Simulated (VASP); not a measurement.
# Li2H in VASP: notebook

The runs below take Li2H through single point, with PBE.

All numbers are computed with VASP 6.6.1; they aren't measurements. Logs are shortened: lines on timing, memory, paths and dates and some standing lists are left out, and cuts for length are marked.

**1. The cell of the first run**

The structure is trigonal, space group R3m (No. 160). Conventional cell: a = 2.810 Å, b = 2.810 Å, c = 15.341 Å, α = 90.00°, β = 90.00°, γ = 120.00°. Li (site symmetry 3m) has 3 H at 2.05 Å and 1 Li at 2.50 Å within 2.7 Å. Within 2.7 Å of Li (site symmetry 3m) lie 3 H at 2.05 Å and 1 Li at 2.50 Å. Within 2.7 Å of H (site symmetry 3m) lie 6 Li at 2.05 Å.

**2. Single point, PBE**

INCAR reads:

```
PREC = Accurate
ENCUT = 520
EDIFF = 1E-7
ISMEAR = 0
SIGMA = 0.1
LREAL = False
LASPH = True
NELM = 60
ALGO = Normal
ISIF = 2
LWAVE = False
LCHARG = False
GGA = PE
NBANDS = 10
```

KPOINTS reads:

```
Automatic mesh
0
Gamma
  6 6 6
```

POSCAR reads:

```
Li2H
1.0
    1.4049271000      0.8111350000      5.1137827000
   -1.4049271000      0.8111350000      5.1137827000
    0.0000000000     -1.6222700000      5.1137827000
Li H
2 1
Direct
    0.0815287000      0.0815287000      0.0815287000
    0.9184880000      0.9184880000      0.9184880000
    0.6669520000      0.6669520000      0.6669520000
```

Potentials or basis: VASP PAW PBE potentials, release 64 (Li_sv, H).

Started as:

```bash
cat potpaw_PBE.64/Li_sv/POTCAR potpaw_PBE.64/H/POTCAR > POTCAR
mpirun -np 1 vasp_std > vasp.out
```

OUTCAR:

```text
PREC = Accurate
   ENCUT = 520
   EDIFF = 1E-7
   ISMEAR = 0
   LREAL = False
   LASPH = True
   NELM = 60
   ISIF = 2
   GGA = PE

 ion  position               nearest neighbor table
   1  0.082  0.082  0.082-   2 2.50
   2  0.918  0.918  0.918-   1 2.50
   3  0.667  0.667  0.667-

  LATTYP: Found a trigonal (rhomboedric) cell.
 ALAT       =     5.3649355679
 COS(alpha) =     0.8628459759

  Lattice vectors:

 A1 = (   1.4049271000,   0.8111350000,   5.1137827000)
 A2 = (  -1.4049271000,   0.8111350000,   5.1137827000)
 A3 = (   0.0000000000,  -1.6222700000,   5.1137827000)

Analysis of symmetry for initial positions (statically):
=====================================================================
 Subroutine PRICEL returns:
 Original cell was already a primitive cell.

 Routine SETGRP: Setting up the symmetry group for a
 trigonal (rhombohedral) supercell.

 Subroutine GETGRP returns: Found  6 space group operations
 (whereof  6 operations were pure point group operations)
 out of a pool of 12 trial point group operations.

The static configuration has the point symmetry C_3v.

Analysis of symmetry for dynamics (positions and initial velocities):
=====================================================================
 Subroutine PRICEL returns:
 Original cell was already a primitive cell.

 Routine SETGRP: Setting up the symmetry group for a
 trigonal (rhombohedral) supercell.

 Subroutine GETGRP returns: Found  6 space group operations
 (whereof  6 operations were pure point group operations)
 out of a pool of 12 trial point group operations.

The dynamic configuration has the point symmetry C_3v.

 Subroutine INISYM returns: Found  6 space group operations
 (whereof  6 operations are pure point group operations),
 and found     1 'primitive' translations

----------------------------------------------------------------------------------------

                                     Primitive cell

  volume of cell :      34.9656

  direct lattice vectors                    reciprocal lattice vectors
     1.404927100  0.811135000  5.113782700     0.355890352  0.205473400  0.065183320
    -1.404927100  0.811135000  5.113782700    -0.355890352  0.205473400  0.065183320
     0.000000000 -1.622270000  5.113782700     0.000000000 -0.410946801  0.065183320

  length of vectors
     5.364935568  5.364935568  5.364935550     0.416084278  0.416084278  0.416084292
[... 83 lines left out ...]
   EDIFF  = 0.1E-06   stopping-criterion for ELM
   LREAL  =      F    real-space projection
   EDIFFG = 0.1E-05   stopping-criterion for IOM
   NSW    =      0    number of steps for IOM
   IBRION =     -1    ionic relax: 0-MD 1-quasi-New 2-CG
   NFREE  =      0    steps in history (QN), initial steepest desc. (CG)
   ISIF   =      2    stress and relaxation
   ISYM   =      2    0-nonsym 1-usesym 2-fastsym
   POTIM  = 0.5000    time-step for ionic-motion
   TEBEG  =    0.0;   TEEND  =   0.0 temperature during run
   PSTRESS=    0.0 pullay stress
   NELECT =       7.0000    total number of electrons
   NUPDOWN=      -1.0000    fix difference up-down
   EMIN   =  10.00;   EMAX   =-10.00  energy-range for DOS
   EFERMI =   0.00;   METHOD = LEGACY
   ISMEAR =     0;   SIGMA  =   0.10  broadening in eV -4-tet -1-fermi 0-gaus
   EFERMI_NEDOS =   21; number of points for ismear=-14 and -15
   IALGO  =     38    algorithm
   IMIX   =      4    mixing-type and parameters
     AMIX     =   0.40;   BMIX     =  1.00
     AMIX_MAG =   1.60;   BMIX_MAG =  1.00
  volume/ion in A,a.u.               =      11.66        78.65
  Fermi-wavevector in a.u.,A,eV,Ry     =   0.957695  1.809782 12.478996  0.917180
  Thomas-Fermi vector in A             =   2.086736
   LORBIT       =      0    0 simple, 1 ext, 2 COOP (PROOUT), +10 PAW based schemes
   GGA     = PE    functional components
   LHFCALC =     F    Hartree Fock is set to
   AEXX    =    0.0000 exact exchange contribution
   IVDW    =     0    specifies the selected vdW correction
   LEPSILON=     F    determine dielectric tensor
   LRPA    =     F    only Hartree local field effects (RPA)
 non-spin polarized calculation
 Gauss-broadening in eV      SIGMA  =   0.10
  energy-cutoff  :      520.00
  volume of cell :       34.97
 maximum number of plane-waves:       952
   NGX = 19   NGY = 19   NGZ = 19

 number of electron       6.9999997 magnetization

 Free energy of the ion-electron system (eV)
  ---------------------------------------------------
  ext. energy  EPLUGINS =         0.00000000
  ---------------------------------------------------
  free energy    TOTEN  =        -7.80463652 eV

  energy without entropy =       -7.80273323  energy(sigma->0) =       -7.80368488

 E-fermi :   1.9276     XC(G=0):  -7.8338

 val. band max:        1.8570028878   @ k =   0.3333   0.0000  -0.0000
 cond. band min:       1.9982617128   @ k =  -0.1667   0.1667   0.1667
 fundamental gap:      0.1412588250
 Fermi energy:         1.9276323003

 k-point     1 :       0.0000    0.0000    0.0000
  band No.  band energies     occupation
      1     -45.0431      2.00000
      2     -45.0064      2.00000
      3      -5.2774      2.00000
      4      -0.3371      2.00000
      5       3.6799      0.00000
      6      13.8434      0.00000
      7      14.7479      0.00000
      8      16.4197      0.00000
      9      16.4197      0.00000
     10      17.7700      0.00000
[... 287 lines left out ...]
 k-point    24 :      -0.3333    0.5000    0.1667
  band No.  band energies     occupation
      1     -45.0050      2.00000
      2     -44.9816      2.00000
      3      -2.2820      2.00000
      4       2.4016      0.00000
      5       4.0151      0.00000
      6       7.1600      0.00000
      7       7.9370      0.00000
      8      10.3109      0.00000
      9      11.1620      0.00000
     10      12.6296      0.00000

 [... further k-points ...]
[... 5 lines left out ...]
  --------------------------------------------------------------------------------------
  -------------------------------------------------------------------------------------
  Total       -0.0766597     -0.0766597      0.0455751      0.0000000      0.0000000      0.0000000
  in kB       -3.5126697     -3.5126693      2.0883215      0.0000000      0.0000000      0.0000000
  external PRESSURE =      -1.6456725 kB  Pullay stress =       0.0000000 kB

 VOLUME and BASIS-vectors are now :
 -----------------------------------------------------------------------------
  energy-cutoff  :      520.00
  volume of cell :       34.97
      direct lattice vectors                 reciprocal lattice vectors
     1.404927100  0.811135000  5.113782700     0.355890352  0.205473400  0.065183320
    -1.404927100  0.811135000  5.113782700    -0.355890352  0.205473400  0.065183320
     0.000000000 -1.622270000  5.113782700     0.000000000 -0.410946801  0.065183320

 POSITION                                       TOTAL-FORCE (eV/Angst)
 -----------------------------------------------------------------------------------
      0.00000      0.00000      1.25076         0.000000     -0.000000     -0.012505
      0.00000      0.00000     14.09084         0.000000     -0.000000      0.013552
      0.00000      0.00000     10.23194         0.000000      0.000000     -0.001047
 -----------------------------------------------------------------------------------
    total drift:                                0.000000     -0.000000     -0.000055

  FREE ENERGIE OF THE ION-ELECTRON SYSTEM (eV)
  ---------------------------------------------------
  free  energy   TOTEN  =        -7.8046365214 eV

  energy  without entropy=       -7.8027332350  energy(sigma->0) =       -7.80368488
```

OSZICAR:

```text
N       E                     dE             d eps       ncg     rms          rms(c)
DAV:   1     0.174089015953E+02    0.17409E+02   -0.33449E+03   640   0.641E+02
DAV:   2    -0.470777535793E+01   -0.22117E+02   -0.21813E+02   798   0.132E+02
DAV:   3    -0.804162280311E+01   -0.33338E+01   -0.33233E+01  1076   0.375E+01
DAV:   4    -0.808054983532E+01   -0.38927E-01   -0.38913E-01   912   0.529E+00
DAV:   5    -0.808076548712E+01   -0.21565E-03   -0.21565E-03   924   0.387E-01    0.281E+00
DAV:   6    -0.786347568028E+01    0.21729E+00   -0.21960E-01   718   0.147E+00    0.135E+00
DAV:   7    -0.780222229837E+01    0.61253E-01   -0.24766E-01   780   0.173E+00    0.252E-01
DAV:   8    -0.780504220435E+01   -0.28199E-02   -0.12050E-02   822   0.573E-01    0.116E-01
DAV:   9    -0.780463815393E+01    0.40405E-03   -0.16049E-03   872   0.136E-01    0.181E-02
DAV:  10    -0.780464241412E+01   -0.42602E-05   -0.55163E-05   842   0.473E-02    0.172E-02
DAV:  11    -0.780463634004E+01    0.60741E-05   -0.20576E-05   778   0.156E-02    0.253E-03
DAV:  12    -0.780463666491E+01   -0.32486E-06   -0.67127E-07   912   0.554E-03    0.834E-04
DAV:  13    -0.780463650840E+01    0.15651E-06   -0.81981E-08   600   0.164E-03    0.162E-04
DAV:  14    -0.780463652143E+01   -0.13035E-07   -0.56102E-09   406   0.652E-04
   1 F= -.78046365E+01 E0= -.78036849E+01  d E =-.190329E-02
```

stdout:

```text
POSCAR found type information on POSCAR LiH
 POSCAR found :  2 types and       3 ions
 scaLAPACK will be used
 LDA part: xc-table for (Slater+PW92), standard interpolation
 POSCAR, INCAR and KPOINTS ok, starting setup
 FFT: planning ... GRIDC
 FFT: planning ... GRID_SOFT
 FFT: planning ... GRID
 WAVECAR not read
 entering main loop
```

It took 13 s on 1 thread of Intel Xeon 6975P-C (Granite Rapids), shared host; peak memory 0.21 GiB.

Results:

| Quantity | Value |
| --- | --- |
| Free energy | -7.8046 eV |
| Largest force | 0.014 eV/Å |

Forces on the atoms (eV/Å):
```
Li   0.000  0.000 -0.013
Li   0.000  0.000  0.014
H    0.000  0.000 -0.001
```

Levels at points of the mesh, in eV from the Fermi level:
```csv
k point,band 2,band 3,band 4,band 5,band 6,band 7
"(0.00, 0.00, 0.00)",-46.93,-7.21,-2.26,1.75,11.92,12.82
"(0.50, 0.00, 0.00)",-46.91,-4.26,1.00,1.87,4.16,5.77
"(0.50, 0.50, 0.00)",-46.91,-4.16,0.85,1.36,3.70,8.26
"(0.50, 0.50, 0.50)",-46.94,-7.09,-3.12,5.61,6.09,12.32
```

Caveat: the k points lie up to 0.44 Å⁻¹ apart; the cutoff is under 1.25 times the usual one of these potentials, so pressure, stress and relaxed cells hold a basis-set (Pulay) error.

**3. Single point, PBE**

This run uses another cell than the first one: it holds 6 atoms, not 3.

INCAR reads:

```
ALGO = Normal ; EDIFF = 1E-7
ENCUT = 520 ; GGA = PE
ISIF = 2 ; ISMEAR = 0
LASPH = True ; LCHARG = False
LREAL = False ; LWAVE = False
NBANDS = 16 ; NELM = 80
PREC = Accurate ; SIGMA = 0.2
```

KPOINTS reads:

```
k-points
0
Gamma
  8 4 8
```

POSCAR reads:

```
Li2H
1.0
    1.4049270659     -2.4334050591      0.0000000000
   -4.2147811977     -2.4334050591      0.0000000000
    0.0000000000      1.6222700394     -5.1137827000
Li H
4 2
Direct
    0.8777069500      0.9592356500      0.7554139000
    0.3777069500      0.4592356500      0.7554139000
    0.6222680000      0.5407560000      0.2445360000
    0.1222680000      0.0407560000      0.2445360000
    0.9995720000      0.6665240000      0.9991440000
    0.4995720000      0.1665240000      0.9991440000
```

Potentials or basis: VASP PAW PBE potentials, release 64 (Li_sv, H).

Started as:

```bash
cat potpaw_PBE.64/Li_sv/POTCAR potpaw_PBE.64/H/POTCAR > POTCAR
mpirun -np 1 vasp_std > vasp.out
```

Run time: 32 s. Hardware: 1 thread of Intel Xeon 6975P-C (Granite Rapids), shared host; peak memory 0.2 GiB.

Results (log left out):

```yaml
Free_energy: -15.5787 eV
Largest_force: 0.005 eV/Å
Band_gap_on_the_k_mesh: zero (band 7 reaches 2.91 eV, above the bottom of band 8 at 0.03 eV)
```

Forces in eV/Å, atoms in the order of the input:
```
Li   0.001  0.001 -0.002
Li   0.001  0.001 -0.002
Li   0.004  0.002  0.002
Li   0.004  0.002  0.002
H   -0.005 -0.003  0.000
H   -0.005 -0.003  0.000
```

Levels at points of the mesh, in eV from the Fermi level:
```csv
k point,band 3,band 4,band 5,band 6,band 7,band 8,band 9,band 10,band 11,band 12
"(0.00, 0.00, 0.00)",-46.91,-46.88,-7.18,-4.24,-2.25,1.02,1.77,1.89,4.18,5.79
"(0.50, 0.00, 0.00)",-46.88,-46.88,-4.26,-4.26,0.81,0.81,2.66,2.66,4.61,4.61
"(0.00, 0.50, 0.00)",-46.89,-46.89,-6.10,-6.10,-0.96,-0.96,2.44,2.44,6.28,6.28
"(0.50, 0.50, 0.00)",-46.88,-46.88,-4.24,-4.14,0.87,1.02,1.39,1.89,3.72,4.18
"(0.00, 0.00, 0.50)",-46.91,-46.88,-7.06,-4.14,-3.11,0.87,1.39,3.72,5.62,6.11
"(0.00, 0.50, 0.50)",-46.90,-46.90,-5.98,-5.98,-1.87,-1.87,4.87,4.87,6.63,6.63
```

Caveat: the cutoff is under 1.25 times the usual one of these potentials, so pressure, stress and relaxed cells hold a basis-set (Pulay) error.

**4. Single point, PBE**

This run uses another cell than the first one: it holds 6 atoms, not 3.

INCAR reads:

```
SYSTEM = Li2H
ALGO = Normal ; EDIFF = 1E-7
ENCUT = 520 ; GGA = PE
ISIF = 2 ; ISMEAR = 0
LASPH = .True. ; LCHARG = .False.
LREAL = .False. ; LWAVE = .False.
NBANDS = 16 ; NELM = 60
PREC = Accurate ; SIGMA = 0.2
```

KPOINTS reads:

```
k-points
0
Gamma
  8 4 8
  0 0 0
```

POSCAR reads:

```
Li2H
1.0
    1.4019747914     -2.4280678862     -0.0027197960
   -4.2294125648     -2.4417168703     -0.0044607241
    0.0020902878      1.6141190903     -5.1079474584
Li H
4 2
Direct
    0.8778315500      0.9593063030      0.7547994586
    0.3784324011      0.4594858579      0.7561909257
    0.6223975967      0.5402059584      0.2451637611
    0.1215277109      0.0399831620      0.2437653243
    0.9995256390      0.6670701846      0.9994004516
    0.4993790023      0.1669798341      0.9988678786
```

Potentials or basis: VASP PAW PBE potentials, release 64 (Li_sv, H).

Started as:

```bash
cat potpaw_PBE.64/Li_sv/POTCAR potpaw_PBE.64/H/POTCAR > POTCAR
mpirun -np 1 vasp_std > vasp.out
```

OUTCAR:

```text
SYSTEM = Li2H
   EDIFF = 1E-7
   ENCUT = 520
   GGA = PE
   ISIF = 2
   ISMEAR = 0
   LASPH = .True.
   LREAL = .False.
   NELM = 60
   PREC = Accurate

 ion  position               nearest neighbor table
   1  0.878  0.959  0.755-   4 2.50
   2  0.378  0.459  0.756-   3 2.50
   3  0.622  0.540  0.245-   2 2.50
   4  0.122  0.040  0.244-   1 2.50
   5  1.000  0.667  0.999-
   6  0.499  0.167  0.999-

[... 666 lines left out ...]
  --------------------------------------------------------------------------------------
  -------------------------------------------------------------------------------------
  Total       -0.0724150     -0.0749702     -0.0308480      0.0083065     -0.0029625      0.0027194
  in kB       -1.6581768     -1.7166868     -0.7063668      0.1902037     -0.0678360      0.0622706
  external PRESSURE =      -1.3604102 kB  Pullay stress =       0.0000000 kB

 VOLUME and BASIS-vectors are now :
 -----------------------------------------------------------------------------
  energy-cutoff  :      520.00
  volume of cell :       69.97
      direct lattice vectors                 reciprocal lattice vectors
     1.401974791 -2.428067886 -0.002719796     0.178354623 -0.308758314 -0.097495106
    -4.229412565 -2.441716870 -0.004460724    -0.177318050 -0.102347746 -0.032414604
     0.002090288  1.614119090 -5.107947458     0.000059883  0.000253782 -0.195693133

 POSITION                                       TOTAL-FORCE (eV/Angst)
 -----------------------------------------------------------------------------------
     -2.82503     -3.25545     -3.86214        -0.000119      0.000146      0.001092
     -1.41122     -0.82021     -3.86566         0.000517      0.000241      0.004247
     -1.41166     -2.43453     -1.25639         0.000793      0.001406     -0.001859
      0.00178      0.00076     -1.24565         0.000059      0.000157     -0.004389
     -1.41792     -2.44256     -5.11058        -0.000369     -0.001207      0.001089
     -0.00402     -0.00795     -5.10427        -0.000880     -0.000742     -0.000180
 -----------------------------------------------------------------------------------
    total drift:                                0.000048      0.000075     -0.000037

  FREE ENERGIE OF THE ION-ELECTRON SYSTEM (eV)
  ---------------------------------------------------
  free  energy   TOTEN  =       -15.5789177509 eV

  energy  without entropy=      -15.5601985867  energy(sigma->0) =      -15.56955817
```

Wall time 50 s (1 thread of Intel Xeon 6975P-C (Granite Rapids), shared host); peak memory 0.24 GiB.

What came out:

```yaml
Free_energy: -15.5789 eV
Largest_force: 0.004 eV/Å
Band_gap_on_the_k_mesh: zero (band 7 reaches 2.92 eV, above the bottom of band 8 at 0.03 eV)
```

Forces on the atoms (eV/Å):
```
Li   0.000  0.000  0.001
Li   0.001  0.000  0.004
Li   0.001  0.001 -0.002
Li   0.000  0.000 -0.004
H    0.000 -0.001  0.001
H   -0.001 -0.001  0.000
```

Levels at points of the mesh, in eV from the Fermi level:
```csv
k point,band 3,band 4,band 5,band 6,band 7,band 8,band 9,band 10,band 11,band 12
"(0.00, 0.00, 0.00)",-46.91,-46.88,-7.18,-4.27,-2.24,0.99,1.78,1.88,4.15,5.73
"(0.50, 0.00, 0.00)",-46.88,-46.88,-4.26,-4.26,0.83,0.84,2.65,2.66,4.59,4.60
"(0.00, 0.50, 0.00)",-46.90,-46.89,-6.11,-6.11,-0.97,-0.96,2.43,2.44,6.21,6.22
"(0.50, 0.50, 0.00)",-46.88,-46.88,-4.23,-4.14,0.88,1.02,1.39,1.91,3.74,4.20
"(0.00, 0.00, 0.50)",-46.91,-46.88,-7.06,-4.17,-3.11,0.84,1.37,3.67,5.64,6.13
"(0.50, 0.00, 0.50)",-46.88,-46.88,-4.25,-4.25,0.82,0.83,2.65,2.66,4.61,4.62
"(0.00, 0.50, 0.50)",-46.90,-46.90,-5.99,-5.99,-1.88,-1.88,4.86,4.87,6.59,6.60
"(0.50, 0.50, 0.50)",-46.88,-46.88,-4.23,-4.13,0.88,1.02,1.39,1.89,3.73,4.19
```

Caveat: the cutoff is under 1.25 times the usual one of these potentials, so pressure, stress and relaxed cells hold a basis-set (Pulay) error.

**5. Overview**

```csv
cell,k mesh,smearing,gap on the mesh (eV),largest force (eV/Å)
"a = 5.365 Å, angles 30.4°, 3 atoms",6 × 6 × 6,gaussian 0.1 eV,none,0.01
"a = 2.810, b = 4.867, c = 5.365 Å, angles 98.7, 105.2, 90.0°, 6 atoms",8 × 4 × 8,gaussian 0.2 eV,none,0.01
"a = 2.804, b = 4.884, c = 5.357 Å, angles 98.6, 105.1, 90.0°, 6 atoms",8 × 4 × 8,gaussian 0.2 eV,none,-
```

Alike in all rows: task single point; level PBE; potentials or basis VASP PAW PBE potentials, release 64 (Li_sv, H); no spin polarisation; cutoff (eV) 520.

Caveats: some runs use coarse meshes; the cutoff is under 1.25 times the usual one of these potentials, so pressure, stress and relaxed cells hold a basis-set (Pulay) error.

Total energies depend on the potentials used, so only differences within one code and one set of settings carry meaning.
